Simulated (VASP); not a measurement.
# TiAl (Pm-3m) in VASP: notebook

Runs on TiAl. Level: LDA. Tasks: single point.

All numbers are computed with VASP 6.6.1; they aren't measurements. Logs are shortened: lines on timing, memory, paths and dates and some standing lists are left out, and cuts for length are marked.

### Step 1. The cell of the first run

It takes space group Pm-3m (No. 221, cubic). The conventional cell has a = 3.060 Å, b = 3.060 Å, c = 3.060 Å, α = 90.00°, β = 90.00°, γ = 90.00°. Ti (site symmetry m-3m) has 8 Al at 2.65 Å and 6 Ti at 3.06 Å within 3.5 Å. Al (site symmetry m-3m) has 8 Ti at 2.65 Å and 6 Al at 3.06 Å within 3.5 Å.

### Step 2. Single point, LDA (14.33 Å³/atom)

INCAR

```
  ALGO = Normal
  EDIFF = 1E-6
  ENCUT = 520
  ISIF = 2
  ISMEAR = 0
  LASPH = T
  LCHARG = F
  LREAL = F
  LWAVE = F
  NBANDS = 14
  NELM = 80
  PREC = Accurate
  SIGMA = 0.15
```

KPOINTS

```
k-points
0
Gamma
  16 16 16
```

POSCAR

```
TiAl
1.0
    3.0603340231      0.0000000000      0.0000000000
    0.0000000000      3.0603340231      0.0000000000
    0.0000000000      0.0000000000      3.0603340231
Ti Al
1 1
Direct
    0.0000000000      0.0000000000      0.0000000000
    0.5000000000      0.5000000000      0.5000000000
```

Potentials or basis: VASP PAW LDA potentials, release 64 (Ti_sv, Al).

Command:

```bash
> cat potpaw_LDA.64/Ti_sv/POTCAR potpaw_LDA.64/Al/POTCAR > POTCAR
> mpirun -np 1 vasp_std > vasp.out
```

OUTCAR:

```text
EDIFF = 1E-6
   ENCUT = 520
   ISIF = 2
   ISMEAR = 0
   LASPH = T
   LREAL = F
   NELM = 80
   PREC = Accurate

 ion  position               nearest neighbor table
   1  0.000  0.000  0.000-   2 2.65   2 2.65   2 2.65   2 2.65   2 2.65   2 2.65   2 2.65   2 2.65

   2  0.500  0.500  0.500-   1 2.65   1 2.65   1 2.65   1 2.65   1 2.65   1 2.65   1 2.65   1 2.65

  LATTYP: Found a simple cubic cell.
 ALAT       =     3.0603340231

  Lattice vectors:

 A1 = (   3.0603340231,   0.0000000000,   0.0000000000)
 A2 = (   0.0000000000,   3.0603340231,   0.0000000000)
 A3 = (   0.0000000000,   0.0000000000,   3.0603340231)

Analysis of symmetry for initial positions (statically):
=====================================================================
 Subroutine PRICEL returns:
 Original cell was already a primitive cell.

 Routine SETGRP: Setting up the symmetry group for a
 simple cubic supercell.

 Subroutine GETGRP returns: Found 48 space group operations
 (whereof 48 operations were pure point group operations)
 out of a pool of 48 trial point group operations.

The static configuration has the point symmetry O_h .

Analysis of symmetry for dynamics (positions and initial velocities):
=====================================================================
 Subroutine PRICEL returns:
 Original cell was already a primitive cell.

 Routine SETGRP: Setting up the symmetry group for a
 simple cubic supercell.

 Subroutine GETGRP returns: Found 48 space group operations
 (whereof 48 operations were pure point group operations)
 out of a pool of 48 trial point group operations.

The dynamic configuration has the point symmetry O_h .

 Subroutine INISYM returns: Found 48 space group operations
 (whereof 48 operations are pure point group operations),
 and found     1 'primitive' translations

----------------------------------------------------------------------------------------

                                     Primitive cell

  volume of cell :      28.6620

  direct lattice vectors                    reciprocal lattice vectors
     3.060334023  0.000000000  0.000000000     0.326761717  0.000000000  0.000000000
     0.000000000  3.060334023  0.000000000     0.000000000  0.326761717  0.000000000
     0.000000000  0.000000000  3.060334023     0.000000000  0.000000000  0.326761717

  length of vectors
     3.060334023  3.060334023  3.060334023     0.326761717  0.326761717  0.326761717

  position of ions in fractional coordinates (direct lattice)
     0.000000000  0.000000000  0.000000000
     0.500000000  0.500000000  0.500000000

  ion indices of the primitive-cell ions
   primitive index   ion index
                 1           1
                 2           2

----------------------------------------------------------------------------------------

 KPOINTS: k-points

Automatic generation of k-mesh.
 Grid dimensions read from file:
 generate k-points for:   16   16   16

 Generating k-lattice:

  Cartesian coordinates                     Fractional coordinates (reciprocal lattice)
     0.020422607  0.000000000  0.000000000     0.062500000  0.000000000  0.000000000
     0.000000000  0.020422607  0.000000000     0.000000000  0.062500000  0.000000000
     0.000000000  0.000000000  0.020422607     0.000000000  0.000000000  0.062500000

  Length of vectors
     0.020422607  0.020422607  0.020422607

  Shift w.r.t. Gamma in fractional coordinates (k-lattice)
     0.000000000  0.000000000  0.000000000

 Subroutine IBZKPT returns following result:
 ===========================================

 Found    165 irreducible k-points:

 Following reciprocal coordinates:
            Coordinates               Weight
  0.000000  0.000000  0.000000      1.000000
  0.062500  0.000000  0.000000      6.000000
  0.125000  0.000000  0.000000      6.000000
  0.187500  0.000000  0.000000      6.000000
  0.250000  0.000000  0.000000      6.000000
  0.312500  0.000000  0.000000      6.000000
[... 16 lines left out ...]
  0.437500  0.125000  0.000000     24.000000
  0.500000  0.125000  0.000000     12.000000
 [... further k-points ...]
   k-points           NKPTS =    165   k-points in BZ     NKDIM =    165   number of bands    NBANDS=     14
   number of dos      NEDOS =    301   number of ions     NIONS =      2
   total plane-waves  NPLWV =  13824
   dimension x,y,z NGX =    24 NGY =   24 NGZ =   24
   dimension x,y,z NGXF=    48 NGYF=   48 NGZF=   48
   ions per type =               1   1
   NGX,Y,Z   is equivalent  to a cutoff of  13.04, 13.04, 13.04 a.u.
   NGXF,Y,Z  is equivalent  to a cutoff of  26.07, 26.07, 26.07 a.u.
 SYSTEM =  unknown system
   PREC   = accura    normal or accurate (medium, high low for compatibility)
   ISTART =      0    job   : 0-new  1-cont  2-samecut
   ICHARG =      2    charge: 1-file 2-atom 10-const
   ISPIN  =      1    spin polarized calculation?
   LNONCOLLINEAR =      F non collinear calculations
   LSORBIT =      F    spin-orbit coupling
   LASPH  =      T    aspherical Exc in radial PAW
   ENCUT  =  520.0 eV  38.22 Ry    6.18 a.u.   5.69  5.69  5.69*2*pi/ulx,y,z
   NELM   =     80;   NELMIN=  2; NELMDL= -5     # of ELM steps
   EDIFF  = 0.1E-05   stopping-criterion for ELM
   LREAL  =      F    real-space projection
   EDIFFG = 0.1E-04   stopping-criterion for IOM
   NSW    =      0    number of steps for IOM
   IBRION =     -1    ionic relax: 0-MD 1-quasi-New 2-CG
   NFREE  =      0    steps in history (QN), initial steepest desc. (CG)
   ISIF   =      2    stress and relaxation
   ISYM   =      2    0-nonsym 1-usesym 2-fastsym
   POTIM  = 0.5000    time-step for ionic-motion
   TEBEG  =    0.0;   TEEND  =   0.0 temperature during run
   PSTRESS=    0.0 pullay stress
   NELECT =      15.0000    total number of electrons
   NUPDOWN=      -1.0000    fix difference up-down
   EMIN   =  10.00;   EMAX   =-10.00  energy-range for DOS
   EFERMI =   0.00;   METHOD = LEGACY
   ISMEAR =     0;   SIGMA  =   0.15  broadening in eV -4-tet -1-fermi 0-gaus
   EFERMI_NEDOS =   21; number of points for ismear=-14 and -15
   IALGO  =     38    algorithm
   IMIX   =      4    mixing-type and parameters
     AMIX     =   0.40;   BMIX     =  1.00
     AMIX_MAG =   1.60;   BMIX_MAG =  1.00
  volume/ion in A,a.u.               =      14.33        96.71
  Fermi-wavevector in a.u.,A,eV,Ry     =   1.319278  2.493074 23.680875  1.740495
  Thomas-Fermi vector in A             =   2.449188
   LORBIT       =      0    0 simple, 1 ext, 2 COOP (PROOUT), +10 PAW based schemes
   GGA     = CA    functional components
   LHFCALC =     F    Hartree Fock is set to
   AEXX    =    0.0000 exact exchange contribution
   IVDW    =     0    specifies the selected vdW correction
   LEPSILON=     F    determine dielectric tensor
   LRPA    =     F    only Hartree local field effects (RPA)
 non-spin polarized calculation
 Gauss-broadening in eV      SIGMA  =   0.15
  energy-cutoff  :      520.00
  volume of cell :       28.66
 maximum number of plane-waves:       804
 NGX is ok and might be reduce to    24
   NGX = 11   NGY = 11   NGZ = 11

 number of electron      15.0000010 magnetization

 Free energy of the ion-electron system (eV)
  ---------------------------------------------------
  ext. energy  EPLUGINS =         0.00000000
  ---------------------------------------------------
  free energy    TOTEN  =       -13.25963380 eV

  energy without entropy =      -13.23421306  energy(sigma->0) =      -13.24692343

 E-fermi :   9.7860     XC(G=0): -11.8224

 val. band max:        9.7780519203   @ k =   0.3125   0.2500   0.0000
 cond. band min:       9.7872943983   @ k =   0.4375   0.2500   0.1875
 fundamental gap:      0.0092424781
 Fermi energy:         9.7860364523

 k-point     1 :       0.0000    0.0000    0.0000
  band No.  band energies     occupation
      1     -46.1802      2.00000
      2     -22.7515      2.00000
      3     -22.7515      2.00000
      4     -22.7515      2.00000
      5       0.0906      2.00000
      6       8.0808      2.00000
      7       8.0808      2.00000
      8      11.8051      0.00000
      9      11.8051      0.00000
     10      11.8051      0.00000
     11      14.7893      0.00000
     12      14.7893      0.00000
     13      14.7893      0.00000
     14      19.3555      0.00000

 k-point     2 :       0.0625    0.0000    0.0000
  band No.  band energies     occupation
      1     -46.1792      2.00000
      2     -22.7619      2.00000
      3     -22.7505      2.00000
      4     -22.7505      2.00000
      5       0.1596      2.00000
      6       8.0582      2.00000
      7       8.1130      2.00000
      8      11.6796      0.00000
      9      11.6796      0.00000
     10      11.8142      0.00000
     11      14.5077      0.00000
     12      14.9609      0.00000
     13      14.9609      0.00000
     14      19.2460      0.00000

 k-point     3 :       0.1250    0.0000    0.0000
  band No.  band energies     occupation
      1     -46.1763      2.00000
      2     -22.7916      2.00000
      3     -22.7479      2.00000
      4     -22.7479      2.00000
      5       0.3646      2.00000
      6       7.9624      2.00000
      7       8.2069      2.00000
      8      11.3744      0.00000
      9      11.3744      0.00000
     10      11.8403      0.00000
     11      13.9061      0.00000
     12      15.4057      0.00000
     13      15.4057      0.00000
     14      18.9350      0.00000

 k-point     4 :       0.1875    0.0000    0.0000
  band No.  band energies     occupation
      1     -46.1720      2.00000
      2     -22.8358      2.00000
      3     -22.7441      2.00000
      4     -22.7441      2.00000
      5       0.7003      2.00000
      6       7.7203      2.00000
      7       8.3543      2.00000
      8      11.0057      0.00000
      9      11.0057      0.00000
     10      11.8797      0.00000
     11      13.3461      0.00000
     12      16.0129      0.00000
     13      16.0129      0.00000
     14      18.4727      0.00000

 k-point     5 :       0.2500    0.0000    0.0000
  band No.  band energies     occupation
      1     -46.1670      2.00000
      2     -22.8875      2.00000
      3     -22.7395      2.00000
      4     -22.7395      2.00000
      5       1.1582      2.00000
      6       7.2622      2.00000
      7       8.5406      2.00000
      8      10.6482      0.00000
      9      10.6482      0.00000
     10      11.9268      0.00000
     11      13.0276      0.00000
[... 276 lines left out ...]
 k-point    22 :       0.3750    0.1250    0.0000
  band No.  band energies     occupation
      1     -46.1539      2.00000
      2     -22.9764      2.00000
      3     -22.7688      2.00000
      4     -22.7274      2.00000
      5       2.5991      2.00000
      6       5.9586      2.00000
      7       8.8969      2.00000
      8       9.8378      0.62536
      9      10.1833      0.00018
     10      11.7204      0.00000
     11      13.1468      0.00000
     12      16.4644      0.00000
     13      18.0157      0.00000
     14      18.6668      0.00000

 k-point    23 :       0.4375    0.1250    0.0000
  band No.  band energies     occupation
      1     -46.1510      2.00000
      2     -23.0048      2.00000
      3     -22.7659      2.00000
      4     -22.7248      2.00000
      5       3.2932      2.00000
      6       5.1512      2.00000
      7       9.1026      2.00000
      8       9.6540      1.78666
      9      10.0440      0.01500
     10      11.7548      0.00000
     11      13.2260      0.00000
     12      16.6007      0.00000
     13      18.2465      0.00000
     14      19.4804      0.00000

 k-point    24 :       0.5000    0.1250    0.0000
  band No.  band energies     occupation
      1     -46.1500      2.00000
      2     -23.0147      2.00000
      3     -22.7649      2.00000
      4     -22.7239      2.00000
      5       3.7802      2.00000
      6       4.6225      2.00000
      7       9.2138      2.00000
      8       9.5512      1.97321
      9       9.9967      0.04699
     10      11.7670      0.00000
     11      13.2665      0.00000
     12      16.6062      0.00000
     13      18.5228      0.00000
     14      19.7476      0.00000

 [... further k-points ...]
[... 5 lines left out ...]
  --------------------------------------------------------------------------------------
  -------------------------------------------------------------------------------------
  Total        1.6071275      1.6071275      1.6071275      0.0000000      0.0000000     -0.0000000
  in kB       89.8368321     89.8368321     89.8368321      0.0000000      0.0000000     -0.0000000
  external PRESSURE =      89.8368321 kB  Pullay stress =       0.0000000 kB

 VOLUME and BASIS-vectors are now :
 -----------------------------------------------------------------------------
  energy-cutoff  :      520.00
  volume of cell :       28.66
      direct lattice vectors                 reciprocal lattice vectors
     3.060334023  0.000000000  0.000000000     0.326761717  0.000000000  0.000000000
     0.000000000  3.060334023  0.000000000     0.000000000  0.326761717  0.000000000
     0.000000000  0.000000000  3.060334023     0.000000000  0.000000000  0.326761717

 POSITION                                       TOTAL-FORCE (eV/Angst)
 -----------------------------------------------------------------------------------
      0.00000      0.00000      0.00000         0.000000      0.000000      0.000000
      1.53017      1.53017      1.53017         0.000000      0.000000      0.000000
 -----------------------------------------------------------------------------------
    total drift:                                0.000000      0.000000      0.000000

  FREE ENERGIE OF THE ION-ELECTRON SYSTEM (eV)
  ---------------------------------------------------
  free  energy   TOTEN  =       -13.2596338045 eV

  energy  without entropy=      -13.2342130640  energy(sigma->0) =      -13.24692343
```

Wall time 48 s (1 thread of Intel Xeon 8259CL, shared host); peak memory 0.18 GiB.

Results:

```
Free energy            : -13.2596 eV
Pressure               : 9.0 GPa
Band gap on the k mesh : zero (an odd number of electrons rules out a gap without spin polarisation)
```

Levels at points of the mesh, in eV from the Fermi level:
| k point | band 4 | band 5 | band 6 | band 7 | band 8 | band 9 | band 10 | band 11 |
| --- | --- | --- | --- | --- | --- | --- | --- | --- |
| (0.00, 0.00, 0.00) | -32.54 | -9.70 | -1.71 | -1.71 | 2.02 | 2.02 | 2.02 | 5.00 |
| (0.50, 0.00, 0.00) | -32.51 | -6.10 | -5.45 | -0.67 | 0.13 | 0.13 | 2.27 | 3.51 |
| (0.50, 0.50, 0.00) | -32.49 | -5.33 | -2.02 | -2.02 | -1.59 | 0.72 | 0.72 | 3.19 |
| (0.50, 0.50, 0.50) | -32.73 | -3.45 | -3.45 | -3.45 | 1.26 | 3.27 | 3.27 | 3.35 |

Caveat: the cell stands under pressure.

[end of part 1 of 2]
